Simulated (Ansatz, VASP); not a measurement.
# AlN in VASP and in Ansatz

```
Al N
1.0
     3.11100    0.00000    0.00000
    -1.55550    2.69421    0.00000
     0.00000    0.00000    5.10245
Al N
2 2
Direct
  0.33333 0.66667 0.00000
  0.66667 0.33333 0.50000
  0.33333 0.66667 0.38500
  0.66667 0.33333 0.88500
```

Change from the starting cell: strain +0.000 along x and y, +0.025 along z, atoms carried along.

Alike in both runs: task single point; functional r2SCAN; k mesh 12 × 12 × 6; occupations gaussian, width 0.05 eV; no spin polarisation.

|  | VASP | Ansatz |
| --- | --- | --- |
| version | VASP 6.6.1 | Ansatz 0.2.0 |
| potentials or method | VASP PAW PBE potentials, release 64 (Al, N), cutoff 520 eV | scalar-relativistic, plane waves, PAW |
| valence electrons in the cell | 16 | 16 |

|  | VASP | Ansatz | Ansatz less VASP |
| --- | --- | --- | --- |
| gap on the k mesh at the Fermi level (eV) | 4.66 | 4.62 | -0.039 |
| least direct gap on the mesh (eV) | 4.66 | 4.62 | -0.039 |
| pressure (GPa) | -5.4 | -5.0 | +0.40 |
| traceless stress, the component that is largest in VASP (GPa) | -6.73 | -6.65 | +0.071 |
| rms of the force components (eV/Å) | 0.229 | 0.227 | -0.0020 |

VASP's potentials were made for PBE, not for r2SCAN. Atom by atom the forces differ by 0.002 eV/Å (rms over components).
